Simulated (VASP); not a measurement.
Se, 1 atom in the cell. It takes space group Pm-3m (No. 221, cubic). The conventional cell has a = 2.551 Å, b = 2.551 Å, c = 2.551 Å, α = 90.00°, β = 90.00°, γ = 90.00°. Within 3.4 Å of Se (site symmetry m-3m) lie 6 Se at 2.55 Å. 

* Program: VASP 6.6.1
* Task: single point
* Functional: LDA
* Potentials or basis: VASP PAW LDA potentials, release 64 (Se)
* Cutoff: 520 eV
* k mesh: 15 × 15 × 15
* Occupations: fermi-dirac, width 0.1 eV
* Spin: no spin polarisation
* Dipole correction: no
* Further INCAR settings: ALGO = Normal; EDIFF = 1e-07; NBANDS = 9

Potentials or basis: VASP PAW LDA potentials, release 64 (Se).

The run is started by

```console
$ cat potpaw_LDA.64/Se/POTCAR > POTCAR
$ mpirun -np 1 vasp_std > vasp.out
```

Hardware: 1 thread of Intel(R) Xeon(R) Platinum 8375C CPU @ 2.90GHz (Ice Lake), on a shared host.

**Question.** How long does it take, and how much memory?

**Answer.** Run time: 9.8 s on 1 thread of Intel(R) Xeon(R) Platinum 8375C CPU @ 2.90GHz (Ice Lake), with other jobs on the host, peak memory 0.13 GiB. Counts: scf iterations 10, k points 120.
